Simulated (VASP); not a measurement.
Crystal: Re.

```
Re
1.0
     0.00000    2.74147    2.74147
     2.74147    0.00000    2.74147
     2.74147    2.74147    0.00000
Re
2
Direct
  0.00000 0.00000 0.00000
  0.25000 0.25000 0.25000
```

Base run:

```yaml
Program: VASP 6.6.1
Functional: PBE
Potentials_or_basis: VASP PAW PBE potentials, release 64 (Re)
Cutoff: 520 eV
k_mesh: 7 × 7 × 7
Occupations: gaussian, width 0.05 eV
Spin: no spin polarisation
```

Its results: band gap on the k mesh zero (band 7 reaches 4.94 eV, above the bottom of band 8 at 3.89 eV); pressure 17.4 GPa.

Problem. The run is repeated on the same cell with these changes: potentials or basis from VASP PAW PBE potentials, release 64 (Re) to VASP PAW PBE potentials, release 64 (Re_sv_GW); cutoff from 520 eV to 500 eV; further incar settings from ALGO = Normal; EDIFF = 1e-06; NBANDS = 14 to ALGO = Normal; EDIFF = 1e-06; NBANDS = 22; valence electrons from 14 to 30. What comes out?

Solution. Band gap on the k mesh zero (band 15 reaches 8.63 eV, above the bottom of band 16 at 7.56 eV); pressure 18.3 GPa.

Caveats: spin-orbit coupling is left out, which moves the levels of the heavy elements.
